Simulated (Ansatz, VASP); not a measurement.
AlFe3C in VASP and in Ansatz

INCAR

```
  ALGO = Normal
  EDIFF = 1E-6
  ENCUT = 520
  ISIF = 2
  ISMEAR = -1
  ISPIN = 2
  LASPH = True
  LCHARG = False
  LMAXMIX = 4
  LORBIT = 11
  LREAL = False
  LWAVE = False
  MAGMOM = 0 4.5 4.5 4.5 0
  NBANDS = 28
  NELM = 150
  PREC = Accurate
  SIGMA = 0.1
```

The input KPOINTS:

```
k-points
0
Gamma
  6 6 6
```

The input POSCAR:

```
AlFe3C
1.0
    3.7255294679      0.0000000000      0.0000000000
    0.0000000000      3.7255294679      0.0000000000
    0.0000000000      0.0000000000      3.7255294679
Al Fe C
1 3 1
Direct
    0.0000000000      0.0000000000      0.0000000000
    0.0000000000      0.5000000000      0.5000000000
    0.5000000000      0.5000000000      0.0000000000
    0.5000000000      0.0000000000      0.5000000000
    0.5000000000      0.5000000000      0.5000000000
```

Input for Ansatz:

```yaml
crystal:
  lattice:
    - [3.7255294679363224, 0.0, 0.0]
    - [0.0, 3.7255294679363224, 0.0]
    - [0.0, 0.0, 3.7255294679363224]
  atoms:
    - { symbol: Al, position: [0.0, 0.0, 0.0] }
    - { symbol: Fe, position: [0.0, 0.5, 0.5], spin: 4.5 }
    - { symbol: Fe, position: [0.5, 0.5, 0.0], spin: 4.5 }
    - { symbol: Fe, position: [0.5, 0.0, 0.5], spin: 4.5 }
    - { symbol: C, position: [0.5, 0.5, 0.5] }
basis:
  ecutwfc: 550.0
kpoints:
  mp_grid:
    grid: [6, 6, 6]
hamiltonian:
  xc: lda
magnetization:
  spin_polarized: true
scf:
  occupations:
    method: fermi_dirac
    width: 0.1
```

Alike in both runs: task single point; functional LDA; k mesh 6 × 6 × 6; occupations fermi-dirac, width 0.1 eV; collinear spin.

|  | VASP | Ansatz |
| --- | --- | --- |
| version | VASP 6.6.1 | Ansatz 0.2.0 |
| potentials or method | VASP PAW LDA potentials, release 64 (Al, Fe, C), cutoff 520 eV | plane waves, PAW |
| valence electrons in the cell | 31 | 55 |

|  | VASP | Ansatz | Ansatz less VASP |
| --- | --- | --- | --- |
| net moment per atom (μB) | 0.26 | 0.31 | +0.049 |
| size of the moment on the site where the two differ most (μB) | 0.46 | 0.50 | +0.042 |

LDA's correlation is that of Perdew and Zunger in VASP and of Perdew and Wang (1992) in Ansatz. Site moments also hang on the region over which each program counts them. VASP's potentials hold 31 valence electrons a cell and Ansatz's 55, so a difference there can come from the potentials and not from the codes. Ansatz's warnings: given moment on shells.
